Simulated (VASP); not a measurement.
A run of VASP 6.6.1 is set up as follows.

File INCAR:

```
SYSTEM = Pb
PREC = Accurate ; ENCUT = 520
EDIFF = 1E-7 ; ISMEAR = 1
SIGMA = 0.05 ; LREAL = .FALSE.
LASPH = .TRUE. ; NELM = 80
ALGO = Normal ; ISIF = 2
LWAVE = .FALSE. ; LCHARG = .TRUE.
GGA = PS ; LELF = .TRUE.
LVHAR = .TRUE. ; NBANDS = 13
```

Contents of KPOINTS:

```
regular mesh
0
G
  15 15 15
  0 0 0
```

The input POSCAR:

```
Pb
1.0
   -1.9554980528      1.9554980528      1.9554980528
    1.9554980528     -1.9554980528      1.9554980528
    1.9554980528      1.9554980528     -1.9554980528
Pb
1
Direct
    0.0000000000      0.0000000000      0.0000000000
```

Potentials or basis: VASP PAW PBE potentials, release 64 (Pb_d).

The run is started by

```bash
$ cat potpaw_PBE.64/Pb_d/POTCAR > POTCAR
$ mpirun -np 1 vasp_std > vasp.out
```

Q: What does it give for the band gap on the k mesh?

A: Zero (bands 7 and 8 overlap by 9.87 eV).

Q: What does it give for the pressure?

A: -0.1 GPa.

Caveat: the PAW data sets were made with another functional, which shifts forces and pressure a little; spin-orbit coupling is left out, which moves the levels of the heavy elements.
